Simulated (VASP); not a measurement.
Here is a VASP 6.6.1 calculation.

Contents of INCAR:

```
SYSTEM = Ti3Al
ALGO = Fast ; EDIFF = 1E-6
ENCUT = 520 ; GGA = PS
ISIF = 2 ; ISMEAR = 0
LASPH = .True. ; LCHARG = .False.
LREAL = .False. ; LWAVE = .False.
NBANDS = 28 ; NELM = 100
PREC = Accurate ; SIGMA = 0.15
```

KPOINTS

```
k-points
0
Gamma
  15 15 6
  0 0 0
```

File POSCAR:

```
Ti3Al
1.0
    2.8457574275      0.0000000000      0.0000000000
   -1.4228787137      2.4644982252      0.0000000000
    0.0000000000      0.0000000000      9.4604359920
Ti Al
3 1
Direct
    0.6666666667      0.3333333333      0.0000000000
    0.3333333333      0.6666666667      0.7675875759
    0.3333333333      0.6666666667      0.2324124241
    0.6666666667      0.3333333333      0.5000000000
```

Potentials or basis: VASP PAW PBE potentials, release 64 (Ti_sv, Al).

Launch:

```console
$ cat potpaw_PBE.64/Ti_sv/POTCAR potpaw_PBE.64/Al/POTCAR > POTCAR
$ mpirun -np 1 vasp_std > vasp.out
```

Q: What does it give for the band gap on the k mesh?

A: Zero (an odd number of electrons rules out a gap without spin polarisation).

Q: Predict the largest force.

A: 1.195 eV/Å.

Q: Estimate the pressure.

A: 1.4 GPa.

Forces in eV/Å, atoms in the order of the input:
```
Ti   0.000  0.000  0.000
Ti   0.000  0.000 -1.195
Ti   0.000  0.000  1.195
Al   0.000  0.000  0.000
```

Caveat: the PAW data sets were made with another functional, which shifts forces and pressure a little.
